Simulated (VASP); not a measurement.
# SiO2 (R-3m) in VASP: further runs, part 2 of 2

VASP 6.6.1.

## 4. Single point, PBE (atoms taken out)

INCAR

```
SYSTEM = SiO2
PREC     = Accurate       ! precision mode
ENCUT    = 520            ! plane-wave cutoff, eV
EDIFF    = 1E-6           ! SCF threshold, eV
ISMEAR   = 0              ! smearing method
SIGMA    = 0.02           ! smearing width, eV
LREAL    = .False.        ! projectors in reciprocal space
LASPH    = .True.         ! aspherical terms in the spheres
NELM     = 60             ! most SCF steps
ALGO     = Normal         ! electronic algorithm
ISIF     = 2              ! what is computed and relaxed
LWAVE    = .False.        ! write WAVECAR
LCHARG   = .False.        ! write CHGCAR
GGA      = PE             ! functional
NBANDS   = 25             ! bands
```

KPOINTS

```
Automatic mesh
0
Gamma
  12 12 12
  0 0 0
```

POSCAR

```
SiO2
1.0
    1.7734898557      1.0239248456      5.0151624287
   -1.7734898557      1.0239248456      5.0151624287
    0.0000000000     -2.0478496912      5.0151624287
Si O
2 4
Direct
    0.1080163100      0.1080163100      0.1080163100
    0.8919836900      0.8919836900      0.8919836900
    0.7747209310      0.7747209310      0.7747209310
    0.5000000000      0.5000000000      0.5000000000
    0.2252790690      0.2252790690      0.2252790690
    0.0000000000      0.0000000000      0.0000000000
```

Potentials or basis: VASP PAW PBE potentials, release 64 (Si, O).

Launch:

```console
$ cat potpaw_PBE.64/Si/POTCAR potpaw_PBE.64/O/POTCAR > POTCAR
$ mpirun -np 1 vasp_std > vasp.out
```

OUTCAR:

```text
SYSTEM = SiO2
   PREC = Accurate
   ENCUT = 520
   EDIFF = 1E-6
   ISMEAR = 0
   LREAL = .False.
   LASPH = .True.
   NELM = 60
   ISIF = 2
   GGA = PE

 ion  position               nearest neighbor table
   1  0.108  0.108  0.108-   6 1.63   5 1.76   3 2.05   3 2.05   3 2.05   4 2.23   4 2.23   4 2.23
                             2 2.70   2 2.70   2 2.70
   2  0.892  0.892  0.892-   6 1.63   3 1.76   5 2.05   5 2.05   5 2.05   4 2.23   4 2.23   4 2.23
                             1 2.70   1 2.70   1 2.70
   3  0.775  0.775  0.775-   2 1.76   1 2.05   1 2.05   1 2.05
   4  0.500  0.500  0.500-   1 2.23   1 2.23   2 2.23   2 2.23   1 2.23   2 2.23
   5  0.225  0.225  0.225-   1 1.76   2 2.05   2 2.05   2 2.05
   6  0.000  0.000  0.000-   1 1.63   2 1.63

  LATTYP: Found a trigonal (rhomboedric) cell.
 ALAT       =     5.4171526233
 COS(alpha) =     0.7856392491

  Lattice vectors:

 A1 = (   1.7734898557,   1.0239248456,   5.0151624287)
 A2 = (  -1.7734898557,   1.0239248456,   5.0151624287)
 A3 = (   0.0000000000,  -2.0478496912,   5.0151624287)

Analysis of symmetry for initial positions (statically):
=====================================================================
 Subroutine PRICEL returns:
[... 187 lines left out ...]
  band No.  band energies     occupation
      1     -15.5257      2.00000
      2     -12.5527      2.00000
      3     -12.2173      2.00000
      4      -8.7140      2.00000
      5      -2.7380      2.00000
      6       0.6134      2.00000
[... 661 lines left out ...]
     24      19.0349      0.00000
     25      19.1762      0.00000

 [... further k-points ...]

------------------------ aborting loop because EDIFF is reached ----------------------------------------

  FORCE on cell =-STRESS in cart. coord.  units (eV):
  Direction    XX          YY          ZZ          XY          YZ          ZX
  --------------------------------------------------------------------------------------
  -------------------------------------------------------------------------------------
  Total        0.0002299      0.0002299      0.2497282      0.0000000     -0.0000000      0.0000000
  in kB        0.0067410      0.0067410      7.3222582      0.0000000     -0.0000000      0.0000000
  external PRESSURE =       2.4452468 kB  Pullay stress =       0.0000000 kB

 VOLUME and BASIS-vectors are now :
 -----------------------------------------------------------------------------
  energy-cutoff  :      520.00
  volume of cell :       54.64
      direct lattice vectors                 reciprocal lattice vectors
     1.773489856  1.023924846  5.015162429     0.281930003  0.162772363  0.066465112
    -1.773489856  1.023924846  5.015162429    -0.281930003  0.162772363  0.066465112
     0.000000000 -2.047849691  5.015162429     0.000000000 -0.325544726  0.066465112

 POSITION                                       TOTAL-FORCE (eV/Angst)
 -----------------------------------------------------------------------------------
      0.00000      0.00000      1.62516        -0.000000     -0.000000     -0.061802
      0.00000      0.00000     13.42033        -0.000000      0.000000      0.061802
      0.00000      0.00000     11.65605        -0.000000     -0.000000     -0.021712
      0.00000      0.00000      7.52274        -0.000000     -0.000000     -0.000000
      0.00000      0.00000      3.38943        -0.000000      0.000000      0.021712
      0.00000      0.00000      0.00000         0.000000     -0.000000     -0.000000
 -----------------------------------------------------------------------------------
    total drift:                               -0.000000     -0.000000     -0.000000

  FREE ENERGIE OF THE ION-ELECTRON SYSTEM (eV)
  ---------------------------------------------------
  free  energy   TOTEN  =       -39.4801019954 eV

  energy  without entropy=      -39.4801019954  energy(sigma->0) =      -39.48010200
```

OSZICAR:

```text
N       E                     dE             d eps       ncg     rms          rms(c)
DAV:   1     0.136862944240E+03    0.13686E+03   -0.16756E+04  9450   0.122E+03
DAV:   2    -0.372744611191E+02   -0.17414E+03   -0.16239E+03 12425   0.262E+02
DAV:   3    -0.449316844849E+02   -0.76572E+01   -0.75963E+01 11893   0.533E+01
DAV:   4    -0.449907351167E+02   -0.59051E-01   -0.59025E-01 11200   0.535E+00
DAV:   5    -0.449913662596E+02   -0.63114E-03   -0.63101E-03 12224   0.527E-01    0.165E+01
DAV:   6    -0.395218929103E+02    0.54695E+01   -0.15424E+01  9772   0.269E+01    0.680E+00
DAV:   7    -0.394964941842E+02    0.25399E-01   -0.64058E-01 11860   0.585E+00    0.271E+00
DAV:   8    -0.394783210669E+02    0.18173E-01   -0.37376E-02 11090   0.181E+00    0.122E+00
DAV:   9    -0.394789550020E+02   -0.63394E-03   -0.18703E-02 10603   0.118E+00    0.328E-01
DAV:  10    -0.394798132607E+02   -0.85826E-03   -0.19681E-03 11366   0.345E-01    0.193E-01
DAV:  11    -0.394800487381E+02   -0.23548E-03   -0.27480E-04 10519   0.121E-01    0.617E-02
DAV:  12    -0.394800968063E+02   -0.48068E-04   -0.55978E-05 11251   0.616E-02    0.926E-03
DAV:  13    -0.394801011390E+02   -0.43326E-05   -0.74851E-06 11169   0.237E-02    0.657E-03
DAV:  14    -0.394801019954E+02   -0.85645E-06   -0.25703E-06 10613   0.119E-02
   1 F= -.39480102E+02 E0= -.39480102E+02  d E =-.139787E-27
```

stdout:

```text
POSCAR found type information on POSCAR SiO
 POSCAR found :  2 types and       6 ions
 scaLAPACK will be used
 LDA part: xc-table for (Slater+PW92), standard interpolation
 POSCAR, INCAR and KPOINTS ok, starting setup
 FFT: planning ... GRIDC
 FFT: planning ... GRID_SOFT
 FFT: planning ... GRID
 WAVECAR not read
 entering main loop
```

Wall time 3.8 min (1 thread of Intel Xeon 6975P-C (Granite Rapids), shared host); peak memory 0.35 GiB.

What came out:

- Free energy: -39.4801 eV
- Pressure: 0.2 GPa
- Largest force: 0.062 eV/Å
- Band gap on the k mesh: 1.69 eV (least direct gap 2.91 eV)

Forces in eV/Å, atoms in the order of the input:
```
Si   0.000  0.000 -0.062
Si   0.000  0.000  0.062
O    0.000  0.000 -0.022
O    0.000  0.000  0.000
O    0.000  0.000  0.022
O    0.000  0.000  0.000
```

Stress tensor (GPa, compression positive):
```
0.00 0.00 0.00
0.00 0.00 0.00
0.00 0.00 0.73
```

Caveat: the cell differs from its parent crystal (atoms taken out).

## 5. Relaxation of cell and atoms, PBE, collinear spin, ferromagnetic start (atoms taken out)

INCAR

```
SYSTEM = SiO2
PREC = Accurate
ENCUT = 600
EDIFF = 1E-7
ISMEAR = 0
SIGMA = 0.1
LREAL = .FALSE.
LASPH = .TRUE.
NELM = 150
ALGO = Normal
ISIF = 3
LWAVE = .FALSE.
LCHARG = .FALSE.
ISPIN = 2
MAGMOM = 0 0 1 1 1 1
LORBIT = 11
GGA = PE
IBRION = 2
NSW = 90
EDIFFG = -0.04
```

KPOINTS

```
regular mesh
0
G
  6 6 6
  0 0 0
```

POSCAR

```
SiO2
1.0
    1.6897459700      0.9755752900      5.5186872200
   -1.6897459700      0.9755752900      5.5186872200
    0.0000000000     -1.9511505800      5.5186872200
Si O
2 4
Direct
    0.1250000000      0.1250000000      0.1250000000
    0.8750000000      0.8750000000      0.8750000000
    0.7500000000      0.7500000000      0.7500000000
    0.5000000000      0.5000000000      0.5000000000
    0.2500000000      0.2500000000      0.2500000000
    0.0000000000      0.0000000000      0.0000000000
```

Launch:

```console
$ cat potpaw_PBE.64/Si/POTCAR potpaw_PBE.64/O/POTCAR > POTCAR
$ mpirun -np 1 vasp_std > vasp.out
```

Wall time 21 min (1 thread of Intel Xeon 6975P-C (Granite Rapids), shared host); peak memory 0.45 GiB.

Results (log left out):

```yaml
Free_energy: -39.4929 eV
Relaxed_volume: 9.09 Å³/atom
Relaxed_cell: a = 5.428 Å, b = 5.428 Å, c = 5.428 Å, α = 38.06°, β = 38.06°, γ = 38.06°
Space_group_after_relaxing_to_0.1_Å: R-3m (No. 166)
Energy_gained_by_relaxing: 1234.5 meV/atom
Ionic_steps: 15
Pressure_after_relaxing: 0.0 GPa
Largest_force_after_relaxing: 0.038 eV/Å
Band_gap_on_the_k_mesh: 1.68 eV (least direct gap 2.92 eV)
Net_moment: 0.00 μB per cell
Valence_electrons_inside_the_program's_atomic_spheres: Si 1.34; O 5.08, 5.06, 5.24 (each value once)
```

Forces in eV/Å, atoms in the order of the input:
```
Si   0.000  0.000  0.010
Si   0.000  0.000 -0.010
O    0.000  0.000 -0.038
O    0.000  0.000  0.000
O    0.000  0.000  0.038
O    0.000  0.000  0.000
```

Stress tensor (GPa, compression positive):
```
 0.16  0.00  0.00
 0.00  0.16  0.00
 0.00  0.00 -0.19
```

Step by step:
```csv
step,energy change (eV),largest force (eV/Å),pressure (GPa),volume (Å³)
1,0.0000,8.4547,4.25,54.58
2,-6.0284,6.9236,-1.04,56.04
3,-6.4542,3.4100,-10.81,55.85
4,-6.4662,3.2920,-9.96,55.88
5,-7.1810,2.8774,14.38,51.68
6,-7.1994,2.8036,10.24,52.20
7,-6.5458,6.3681,10.57,53.68
8,-7.3638,0.3421,7.49,52.66
9,-7.3644,0.1925,7.56,52.63
10,-7.3904,0.4505,-3.46,55.02
11,-7.4008,0.2560,0.18,54.16
12,-7.4057,0.2398,0.27,54.42
13,-7.4057,0.2461,0.27,54.43
14,-7.4068,0.1085,-0.06,54.63
15,-7.4072,0.0376,0.04,54.57
```

Final structure:
```yaml
crystal:
  lattice:
    - [1.76983, 1.02181, 5.02877]
    - [-1.76983, 1.02181, 5.02877]
    - [0.00000, -2.04363, 5.02877]
  atoms:
    - { symbol: Si, position: [0.10779, 0.10779, 0.10779] }
    - { symbol: Si, position: [0.89221, 0.89221, 0.89221] }
    - { symbol: O, position: [0.77486, 0.77486, 0.77486] }
    - { symbol: O, position: [0.50000, 0.50000, 0.50000] }
    - { symbol: O, position: [0.22514, 0.22514, 0.22514] }
    - { symbol: O, position: [0.00000, 0.00000, 0.00000] }
```

Levels at points of the mesh, in eV from the valence-band top:
Spin up:
```tsv
k point	band 13	band 14	band 15	band 16	band 17	band 18	band 19	band 20
(0.00, 0.00, 0.00)	-3.93	-2.34	-1.24	-1.24	1.68	5.37	5.37	5.61
(0.50, 0.00, 0.00)	-2.27	-2.27	-0.53	-0.09	4.41	5.00	7.41	8.22
(0.50, 0.50, 0.00)	-3.24	-1.51	-0.37	0.00	3.16	6.52	6.83	6.96
(0.50, 0.50, 0.50)	-3.00	-2.36	-2.21	-2.21	3.75	4.40	6.21	6.21
```
Spin down:
| k point | band 13 | band 14 | band 15 | band 16 | band 17 | band 18 | band 19 | band 20 |
| --- | --- | --- | --- | --- | --- | --- | --- | --- |
| (0.00, 0.00, 0.00) | -3.93 | -2.34 | -1.24 | -1.24 | 1.68 | 5.37 | 5.37 | 5.61 |
| (0.50, 0.00, 0.00) | -2.27 | -2.27 | -0.53 | -0.09 | 4.41 | 5.00 | 7.41 | 8.22 |
| (0.50, 0.50, 0.00) | -3.24 | -1.51 | -0.37 | 0.00 | 3.16 | 6.52 | 6.83 | 6.96 |
| (0.50, 0.50, 0.50) | -3.00 | -2.36 | -2.21 | -2.21 | 3.75 | 4.40 | 6.21 | 6.21 |

Caveat: the cell differs from its parent crystal (atoms taken out). A k mesh can miss the band edges.

## 6. Summary

```tsv
task	spin	cell	k mesh	cutoff (eV)	smearing	gap on the mesh (eV)	pressure (GPa)	moment (μB)	largest force (eV/Å)
single point	collinear, ferromagnetic start	a = 5.853 Å, angles 33.6°, 6 atoms, atomic positions A	6 × 6 × 6	520	gaussian 0.1 eV	none	4.5	0.00	8.45
single point	collinear, ferromagnetic start	a = 5.418 Å, angles 38.2°, 6 atoms, atomic positions B	6 × 6 × 6	520	gaussian 0.1 eV	1.70	0.4	0.00	0.07
single point	off	a = 5.417 Å, angles 38.2°, 6 atoms, atomic positions C	12 × 12 × 12	520	gaussian 0.02 eV	1.69	0.2	-	0.06
relaxation of cell and atoms	collinear, ferromagnetic start	relaxed from a = 5.853 Å, angles 33.6°, 6 atoms, atomic positions A	6 × 6 × 6	600	gaussian 0.1 eV	1.68	0.0	0.00	0.04
```

Alike in all rows: level PBE; potentials or basis VASP PAW PBE potentials, release 64 (Si, O).

Caveats: some runs use coarse meshes; semilocal functionals underestimate gaps, and a narrow one can read as zero (at least some runs); forces of over 1 eV/Å act on the atoms, so gaps and moduli don't describe the material at rest (at least some runs).

Total energies depend on the potentials used, so only differences within one code and one set of settings carry meaning.
